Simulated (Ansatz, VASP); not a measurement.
TePb in VASP and in Ansatz

Contents of INCAR:

```
PREC = Accurate
ENCUT = 450
EDIFF = 1E-7
ISMEAR = 0
SIGMA = 0.02
LREAL = False
LASPH = True
NELM = 120
ALGO = Normal
ISIF = 2
LWAVE = False
LCHARG = False
GGA = PE
IBRION = 2
NSW = 60
EDIFFG = -0.002
GGA_COMPAT = False
NELMIN = 4
```

Contents of KPOINTS:

```
regular mesh
0
Gamma
  6 6 6
```

The input POSCAR:

```
TePb
1.0
    0.0000000000      3.2521053182      3.2521053182
    3.2521053182      0.0000000000      3.2521053182
    3.2521053182      3.2521053182      0.0000000000
Pb Te
1 1
Direct
    0.0000000000      0.0000000000      0.0000000000
    0.5000000000      0.5000000000      0.5000000000
```

Input for Ansatz:

```yaml
crystal:
  lattice:
    - [0.0, 3.2521053182, 3.2521053182]
    - [3.2521053182, 0.0, 3.2521053182]
    - [3.2521053182, 3.2521053182, 0.0]
  atoms:
    - { symbol: Pb, position: [0.0, 0.0, 0.0] }
    - { symbol: Te, position: [0.5, 0.5, 0.5] }
basis:
  ecutwfc: 420
kpoints:
  mp_grid: { grid: [6, 6, 6] }
hamiltonian:
  xc: pbe
  pseudopotentials: { kind: paw, azcp: { folder: soft_1 } }
scf:
  occupations: { method: gaussian, width: 0.02 }
output:
  forces: true
  stress: true
  eigenvalues: true
relax:
  adjacent_minimum: "off"
  f_tol: 0.002
  max_steps: 40
```

Change from the starting cell: strained cell.

Alike in both runs: task relaxation of the atoms; functional PBE; k mesh 6 × 6 × 6; occupations gaussian, width 0.02 eV; no spin polarisation.

|  | VASP | Ansatz |
| --- | --- | --- |
| version | VASP 6.6.1 | Ansatz 0.2.0 |
| potentials or method | VASP PAW PBE potentials, release 64 (Pb_d, Te), cutoff 450 eV | scalar-relativistic, plane waves, PAW |
| valence electrons in the cell | 20 | 30 |

|  | VASP | Ansatz | Ansatz less VASP |
| --- | --- | --- | --- |
| gap on the k mesh at the Fermi level, each at its own relaxed structure (eV) | 0.78 | 0.78 | +0.002 |

VASP's potentials hold 20 valence electrons a cell and Ansatz's 30, so a difference there can come from the potentials and not from the codes. Ansatz's warnings: stress scf threshold loose.

Neither program's run includes spin-orbit coupling. Noted on VASP's run: the relaxation stopped at its first step, so nothing moved.
